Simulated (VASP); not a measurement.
# Ga11Cu9Se20 (a cell with a defect) in VASP: further runs

Runs on Ga11Cu9Se20 (a cell with a defect). Level: PBE. Tasks: single point.

Program: VASP 6.6.1. These are calculated values, not measurements. Logs are shortened: lines on timing, memory, paths and dates and some standing lists are left out, and cuts for length are marked.

**1. The cell of the first run**

The cell holds a defect, 40 atoms: a = 10.589 Å, b = 10.589 Å, c = 10.589 Å, α = 106.42°, β = 106.42°, γ = 115.76°.

**2. Single point, PBE**

File INCAR:

```
  PREC = Accurate
  ENCUT = 520
  EDIFF = 1E-7
  ISMEAR = 0
  SIGMA = 0.1
  LREAL = Auto
  LASPH = True
  NELM = 100
  ALGO = Normal
  ISIF = 2
  LWAVE = False
  LCHARG = False
  GGA = PE
  NBANDS = 207
```

File KPOINTS:

```
regular mesh
0
Gamma
  3 3 3
```

File POSCAR:

```
Ga11Cu9Se20
1.0
   -2.8361272970     -8.5083818910      5.6303263316
    2.8361272970      8.5083818910      5.6303263316
   -8.5083818910      2.8361272970     -5.6303263316
Ga Cu Se
11 9 20
Direct
    0.9000000000      0.7000000000      0.6000000000
    0.3000000000      0.9000000000      0.2000000000
    0.5000000000      0.5000000000      0.0000000000
    0.7000000000      0.1000000000      0.8000000000
    0.1000000000      0.3000000000      0.4000000000
    0.4500000000      0.3500000000      0.3000000000
    0.8500000000      0.5500000000      0.9000000000
    0.0500000000      0.1500000000      0.7000000000
    0.2500000000      0.7500000000      0.5000000000
    0.6500000000      0.9500000000      0.1000000000
    0.4000000000      0.2000000000      0.6000000000
    0.8000000000      0.4000000000      0.2000000000
    0.0000000000      0.0000000000      0.0000000000
    0.2000000000      0.6000000000      0.8000000000
    0.6000000000      0.8000000000      0.4000000000
    0.5500000000      0.6500000000      0.7000000000
    0.9500000000      0.8500000000      0.3000000000
    0.1500000000      0.4500000000      0.1000000000
    0.3500000000      0.0500000000      0.9000000000
    0.7500000000      0.2500000000      0.5000000000
    0.3774835805      0.3762417902      0.5037253707
    0.7774835805      0.5762417902      0.1037253707
    0.9774835805      0.1762417902      0.9037253707
    0.1774835805      0.7762417902      0.7037253707
    0.5774835805      0.9762417902      0.3037253707
    0.8237582098      0.7274835805      0.8012417902
    0.2237582098      0.9274835805      0.4012417902
    0.4237582098      0.5274835805      0.2012417902
    0.6237582098      0.1274835805      0.0012417902
    0.0237582098      0.3274835805      0.6012417902
    0.8725164195      0.8737582098      0.4962746293
    0.2725164195      0.0737582098      0.0962746293
    0.4725164195      0.6737582098      0.8962746293
    0.6725164195      0.2737582098      0.6962746293
    0.0725164195      0.4737582098      0.2962746293
    0.9262417902      0.0225164195      0.1987582098
    0.3262417902      0.2225164195      0.7987582098
    0.5262417902      0.8225164195      0.5987582098
    0.7262417902      0.4225164195      0.3987582098
    0.1262417902      0.6225164195      0.9987582098
```

Potentials or basis: VASP PAW PBE potentials, release 64 (Ga_d, Cu, Se).

On the command line:

```console
$ cat potpaw_PBE.64/Ga_d/POTCAR potpaw_PBE.64/Cu/POTCAR potpaw_PBE.64/Se/POTCAR > POTCAR
$ mpirun -np 1 vasp_std > vasp.out
```

OUTCAR:

```text
PREC = Accurate
   ENCUT = 520
   EDIFF = 1E-7
   ISMEAR = 0
   LREAL = Auto
   LASPH = True
   NELM = 100
   ISIF = 2
   GGA = PE

 ion  position               nearest neighbor table
   1  0.900  0.700  0.600-  26 2.47  39 2.47  31 2.47  24 2.47
   2  0.300  0.900  0.200-  27 2.47  40 2.47  32 2.47  25 2.47
   3  0.500  0.500  0.000-  28 2.47  37 2.47  33 2.47  22 2.47
   4  0.700  0.100  0.800-  29 2.47  38 2.47  23 2.47  34 2.47
   5  0.100  0.300  0.400-  30 2.47  36 2.47  21 2.47  35 2.47
   6  0.450  0.350  0.300-  32 2.47  21 2.47  39 2.47  28 2.47
[... 32 lines left out ...]
  39  0.726  0.423  0.399-  20 2.43  12 2.43   6 2.47   1 2.47
  40  0.126  0.623  0.999-  18 2.43  14 2.43   7 2.47   2 2.47

  LATTYP: Found a body centered tetragonal cell.
 ALAT       =    12.6835468579
 C/A-ratio  =     0.8878157498

  Lattice vectors:

 A1 = (  -2.8361272970,  -8.5083818910,   5.6303263316)
 A2 = (   2.8361272970,   8.5083818910,   5.6303263316)
 A3 = (  -8.5083818910,   2.8361272970,  -5.6303263316)

Analysis of symmetry for initial positions (statically):
=====================================================================
 Subroutine PRICEL returns:
 Original cell was already a primitive cell.

 Routine SETGRP: Setting up the symmetry group for a
 body centered tetragonal supercell.

 Subroutine GETGRP returns: Found  4 space group operations
 (whereof  1 operations were pure point group operations)
 out of a pool of 16 trial point group operations.

The static configuration has the point symmetry C_1 .
 The point group associated with its full space group is S_4 .

Analysis of symmetry for dynamics (positions and initial velocities):
=====================================================================
 Subroutine PRICEL returns:
 Original cell was already a primitive cell.

 Routine SETGRP: Setting up the symmetry group for a
 body centered tetragonal supercell.

 Subroutine GETGRP returns: Found  4 space group operations
 (whereof  1 operations were pure point group operations)
 out of a pool of 16 trial point group operations.

The dynamic configuration has the point symmetry C_1 .
 The point group associated with its full space group is S_4 .

 Subroutine INISYM returns: Found  4 space group operations
 (whereof  1 operations are pure point group operations),
 and found     1 'primitive' translations

----------------------------------------------------------------------------------------

[... 155 lines left out ...]
   ISIF   =      2    stress and relaxation
   ISYM   =      2    0-nonsym 1-usesym 2-fastsym
   POTIM  = 0.5000    time-step for ionic-motion
   TEBEG  =    0.0;   TEEND  =   0.0 temperature during run
   PSTRESS=    0.0 pullay stress
   NELECT =     362.0000    total number of electrons
   NUPDOWN=      -1.0000    fix difference up-down
   EMIN   =  10.00;   EMAX   =-10.00  energy-range for DOS
   EFERMI =   0.00;   METHOD = LEGACY
   ISMEAR =     0;   SIGMA  =   0.10  broadening in eV -4-tet -1-fermi 0-gaus
   EFERMI_NEDOS =   21; number of points for ismear=-14 and -15
   IALGO  =     38    algorithm
   IMIX   =      4    mixing-type and parameters
     AMIX     =   0.40;   BMIX     =  1.00
     AMIX_MAG =   1.60;   BMIX_MAG =  1.00
  volume/ion in A,a.u.               =      22.64       152.81
  Fermi-wavevector in a.u.,A,eV,Ry     =   1.205885  2.278793 19.785041  1.454159
  Thomas-Fermi vector in A             =   2.341569
   LORBIT       =      0    0 simple, 1 ext, 2 COOP (PROOUT), +10 PAW based schemes
   GGA     = PE    functional components
   LHFCALC =     F    Hartree Fock is set to
   AEXX    =    0.0000 exact exchange contribution
   IVDW    =     0    specifies the selected vdW correction
   LEPSILON=     F    determine dielectric tensor
   LRPA    =     F    only Hartree local field effects (RPA)
 non-spin polarized calculation
 Gauss-broadening in eV      SIGMA  =   0.10
  energy-cutoff  :      520.00
  volume of cell :      905.76
 maximum number of plane-waves:     24409
   NGX = 39   NGY = 39   NGZ = 39

 number of electron     361.9999820 magnetization

 Free energy of the ion-electron system (eV)
  ---------------------------------------------------
  ext. energy  EPLUGINS =         0.00000000
  ---------------------------------------------------
  free energy    TOTEN  =      -153.01796249 eV

  energy without entropy =     -152.97030296  energy(sigma->0) =     -152.99413272

 E-fermi :   4.7713     XC(G=0):  -9.4708

 val. band max:        4.7515516585   @ k =   0.3333  -0.0000  -0.0000
 cond. band min:       4.7767230624   @ k =  -0.3333   0.3333   0.0000
 fundamental gap:      0.0251714039
 Fermi energy:         4.7713070188

 k-point     1 :       0.0000    0.0000    0.0000
  band No.  band energies     occupation
      1     -11.9065      2.00000
      2     -11.9065      2.00000
      3     -11.9060      2.00000
      4     -11.7592      2.00000
      5     -11.6786      2.00000
      6     -11.6782      2.00000
[... 1165 lines left out ...]
    192       5.9595      0.00000
    193       5.9595      0.00000
 [bands above 193 left out]

------------------------ aborting loop because EDIFF is reached ----------------------------------------

  FORCE on cell =-STRESS in cart. coord.  units (eV):
  Direction    XX          YY          ZZ          XY          YZ          ZX
  --------------------------------------------------------------------------------------
  -------------------------------------------------------------------------------------
  Total       10.6078496     10.6078496     10.8444950      0.0000001      0.0000000      0.0000000
  in kB       18.7638925     18.7638925     19.1824870      0.0000002      0.0000000      0.0000000
  external PRESSURE =      18.9034240 kB  Pullay stress =       0.0000000 kB

 VOLUME and BASIS-vectors are now :
 -----------------------------------------------------------------------------
  energy-cutoff  :      520.00
  volume of cell :      905.76
      direct lattice vectors                 reciprocal lattice vectors
    -2.836127297 -8.508381891  5.630326332    -0.070518696 -0.035259348  0.088804799
     2.836127297  8.508381891  5.630326332    -0.035259348  0.070518696  0.088804799
    -8.508381891  2.836127297 -5.630326332    -0.105778045  0.035259348  0.000000000

 POSITION                                       TOTAL-FORCE (eV/Angst)
 -----------------------------------------------------------------------------------
     -5.67225      0.00000      5.63033        -0.000000     -0.000000      0.000000
     -0.00000      5.67225      5.63033         0.286471     -0.285730      0.302305
      0.00000      0.00000      5.63033        -0.286471      0.285730      0.302305
     -8.50838     -2.83613      0.00000        -0.285730     -0.286471     -0.302305
     -2.83613      2.83613      0.00000         0.285730      0.286471     -0.302305
     -2.83613     -0.00000      2.81516         0.268454     -0.292840      0.315563
[... 32 lines left out ...]
     -4.25419     -1.45328      4.22274        -0.028266     -0.020775      0.012897
     -7.09032      7.05510     -1.40758         0.065389     -0.077057     -0.083679
 -----------------------------------------------------------------------------------
    total drift:                               -0.000029      0.000037      0.000021

  FREE ENERGIE OF THE ION-ELECTRON SYSTEM (eV)
  ---------------------------------------------------
  free  energy   TOTEN  =      -153.0179624869 eV

  energy  without entropy=     -152.9703029560  energy(sigma->0) =     -152.99413272
```

stdout:

```text
POSCAR found type information on POSCAR GaCuSe
 POSCAR found :  3 types and      40 ions
 scaLAPACK will be used
 LDA part: xc-table for (Slater+PW92), standard interpolation
 POSCAR, INCAR and KPOINTS ok, starting setup
 FFT: planning ... GRIDC
 FFT: planning ... GRID_SOFT
 FFT: planning ... GRID
 WAVECAR not read
 entering main loop
```

Run time: 46 min. Hardware: 1 thread of Intel Xeon 6975P-C (Granite Rapids), shared host; peak memory 1.4 GiB.

Results:

```yaml
Free_energy: -153.0180 eV
Pressure: 1.9 GPa
Largest_force: 0.642 eV/Å
Band_gap_on_the_k_mesh: zero (bands 181 and 182 overlap by 0.27 eV)
```

Forces in eV/Å, atoms in the order of the input:
```
Ga   0.000  0.000  0.000
Ga   0.286 -0.286  0.302
Ga  -0.286  0.286  0.302
Ga  -0.286 -0.286 -0.302
Ga   0.286  0.286 -0.302
Ga   0.268 -0.293  0.316
Ga  -0.268  0.293  0.316
Ga   0.293  0.268 -0.316
Ga  -0.293 -0.268 -0.316
Ga   0.000  0.000  0.000
Ga   0.000  0.000  0.000
Cu  -0.003 -0.013  0.004
Cu   0.003  0.013  0.004
Cu  -0.013  0.003 -0.004
Cu   0.013 -0.003 -0.004
Cu  -0.106  0.040  0.029
Cu   0.040  0.106 -0.029
Cu   0.000  0.000  0.000
Cu  -0.040 -0.106 -0.029
Cu   0.106 -0.040  0.029
Se   0.135  0.441  0.446
Se  -0.059 -0.101  0.029
Se  -0.077 -0.065  0.084
Se  -0.021  0.028 -0.013
Se  -0.085 -0.020 -0.003
Se   0.028  0.021  0.013
Se   0.441 -0.135 -0.446
Se  -0.065  0.077 -0.084
Se  -0.020  0.085  0.003
Se  -0.101  0.059 -0.029
Se   0.021 -0.028 -0.013
Se   0.059  0.101  0.029
Se   0.085  0.020 -0.003
Se  -0.135 -0.441  0.446
Se   0.077  0.065  0.084
Se   0.020 -0.085  0.003
Se  -0.441  0.135 -0.446
Se   0.101 -0.059 -0.029
Se  -0.028 -0.021  0.013
Se   0.065 -0.077 -0.084
```

With open d or f shells a metallic result of PBE can be an artefact of self-interaction; +U or a hybrid may open a gap.

**3. Single point, PBE**

File INCAR:

```
SYSTEM = Ga11Cu9Se20
PREC = Accurate ; ENCUT = 520
EDIFF = 1E-6 ; ISMEAR = 0
SIGMA = 0.1 ; LREAL = Auto
LASPH = .TRUE. ; NELM = 100
ALGO = Normal ; ISIF = 2
LWAVE = .FALSE. ; LCHARG = .TRUE.
GGA = PE ; LELF = .TRUE.
LVHAR = .TRUE. ; NBANDS = 207
LUSENCCL = .FALSE.
```

File KPOINTS:

```
regular mesh
0
G
  3 3 3
  0 0 0
```

File POSCAR:

```
Ga11Cu9Se20
1.0
   -2.8361272970     -8.5083818910      5.6303263316
    2.8361272970      8.5083818910      5.6303263316
   -8.5083818910      2.8361272970     -5.6303263316
Ga Cu Se
11 9 20
Direct
    0.9000000000      0.7000000000      0.6000000000
    0.3033365896      0.8953153577      0.1965996638
    0.4987156939      0.5067369259      0.0034003362
    0.7046846423      0.1012843061      0.8080212319
    0.0932630741      0.2966634104      0.3919787681
    0.4502574262      0.3535891959      0.2927655672
    0.8608236287      0.5574918590      0.9072344328
    0.0425081410      0.1497425738      0.7033317697
    0.2464108041      0.7391763713      0.4966682303
    0.6500000000      0.9500000000      0.1000000000
    0.4000000000      0.2000000000      0.6000000000
    0.7952982190      0.4001977615      0.1981466904
    0.0020510711     -0.0028484715      0.0018533096
    0.1998022385      0.5979489289      0.7951004575
    0.6028484715      0.8047017810      0.4048995425
    0.5572069843      0.6594660612      0.7047862493
    0.9405339388      0.8453201881      0.2977409231
    0.1500000000      0.4500000000      0.1000000000
    0.3475792650      0.0427930157      0.9022590769
    0.7546798119      0.2524207350      0.4952137507
    0.3755055386      0.3986621912      0.4906942869
    0.7723389454      0.5736170162      0.0999848881
    0.9782162789      0.1739257827      0.9103564384
    0.1756983193      0.7739146698      0.7008993387
    0.5818055859      0.9786855561      0.3059775243
    0.8260853302      0.7269846689      0.8017836495
    0.2013378088      0.8920320956      0.3768433473
    0.4260742173      0.5364306557      0.2042904962
    0.6213144439      0.1272919682      0.0031200298
    0.0263829838      0.3263678719      0.5987219292
    0.8730153311      0.8747989806      0.4991006613
    0.2736321281      0.0723540572      0.1000151119
    0.4727080318      0.6758280616      0.8940224757
    0.7079679044      0.2848112517      0.7093057131
    0.0635693443      0.4678598405      0.2896435616
    0.9241719384      0.0181944141      0.1968799702
    0.3151887483      0.2244944614      0.8231566527
    0.5276459428      0.8276610546      0.6012780708
    0.7252010194      0.4243016807      0.3982163505
    0.1321401595      0.6217837211      0.9957095038
```

Potentials or basis: VASP PAW PBE potentials, release 64 (Ga_d, Cu, Se).

On the command line:

```console
$ cat potpaw_PBE.64/Ga_d/POTCAR potpaw_PBE.64/Cu/POTCAR potpaw_PBE.64/Se/POTCAR > POTCAR
$ mpirun -np 1 vasp_std > vasp.out
```

It took 5.3 min on 1 × NVIDIA H100 80GB with 1 thread of AMD EPYC 7R13 (Zen 3), shared host; peak memory 2.2 GiB.

It converged, with:

| Quantity | Value |
| --- | --- |
| Free energy | -153.4984 eV |
| Pressure | 1.8 GPa |
| Largest force | 0.034 eV/Å |
| Band gap on the k mesh | 0.16 eV |

Forces in eV/Å, atoms in the order of the input:
```
Ga   0.000  0.000  0.000
Ga   0.003  0.005  0.013
Ga  -0.003 -0.005  0.013
Ga   0.005 -0.003 -0.013
Ga  -0.005  0.003 -0.013
Ga  -0.005 -0.004  0.004
Ga   0.005  0.004  0.004
Ga   0.004 -0.005 -0.004
Ga  -0.004  0.005 -0.004
Ga   0.000  0.000  0.000
Ga   0.000  0.000  0.000
Cu  -0.005  0.007 -0.002
Cu   0.005 -0.007 -0.002
Cu   0.007  0.005  0.002
Cu  -0.007 -0.005  0.002
Cu  -0.010  0.000  0.010
Cu   0.000  0.010 -0.010
Cu   0.000  0.000  0.000
Cu   0.000 -0.010 -0.010
Cu   0.010  0.000  0.010
Se   0.015 -0.018 -0.002
Se   0.005 -0.004 -0.010
Se   0.020 -0.009  0.004
Se  -0.007 -0.019  0.027
Se   0.020 -0.011 -0.007
Se  -0.019  0.007 -0.027
Se  -0.018 -0.015  0.002
Se  -0.009 -0.020 -0.004
Se  -0.011 -0.020  0.007
Se  -0.004 -0.005  0.010
Se   0.007  0.019  0.027
Se  -0.005  0.004 -0.010
Se  -0.020  0.011 -0.007
Se  -0.015  0.018 -0.002
Se  -0.020  0.009  0.004
Se   0.011  0.020  0.007
Se   0.018  0.015  0.002
Se   0.004  0.005  0.010
Se   0.019 -0.007 -0.027
Se   0.009  0.020 -0.004
```

Stress tensor (GPa, compression positive):
```
1.86 0.00 0.00
0.00 1.86 0.00
0.00 0.00 1.70
```

Levels at points of the mesh, in eV from the valence-band top:
```
           k point  band 179  band 180  band 181  band 182  band 183  band 184
(0.00, 0.00, 0.00)     -0.86     -0.84     -0.76      0.16      0.94      0.94
```

The gap in the log of VASP goes by the Fermi energy; the results here count the filled bands.